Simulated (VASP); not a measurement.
**Rh: single point with PBE**

Rh:

```
Rh
1.0
     2.73098    0.00000    0.00000
    -1.36549    2.36510    0.00000
     0.00000    0.00000    4.42849
Rh
2
Direct
  0.33494 0.66406 0.25320
  0.66276 0.33446 0.75104
```

```yaml
Program: VASP 6.6.1
Task: single point
Functional: PBE
Potentials_or_basis: VASP PAW PBE potentials, release 64 (Rh_pv)
Cutoff: 520 eV
k_mesh: 7 × 7 × 4
Occupations: fermi-dirac, width 0.05 eV
Spin: no spin polarisation
```

```
Pressure               : -4.3 GPa
Largest force          : 0.124 eV/Å
Band gap on the k mesh : zero (band 15 reaches 11.74 eV, above the bottom of band 16 at 9.74 eV)
```

Forces on the atoms (eV/Å):
```
Rh  -0.081  0.036 -0.087
Rh   0.081 -0.036  0.087
```

Stress tensor (GPa, compression positive):
```
-5.23 -0.24  0.03
-0.24 -5.44 -0.01
 0.03 -0.01 -2.28
```

Levels at points of the mesh, in eV from the Fermi level:
| k point | band 13 | band 14 | band 15 | band 16 | band 17 | band 18 |
| --- | --- | --- | --- | --- | --- | --- |
| (0.00, 0.00, 0.00) | -2.42 | -1.86 | -1.76 | 0.04 | 0.15 | 0.72 |
| (0.00, 0.00, 0.50) | -3.00 | -3.00 | -0.49 | -0.46 | -0.45 | -0.42 |

It took 99 s on 1 thread of AMD EPYC 7R13, on a shared host, peak memory 0.14 GiB.

Caveat: the k points lie up to 0.38 Å⁻¹ apart.
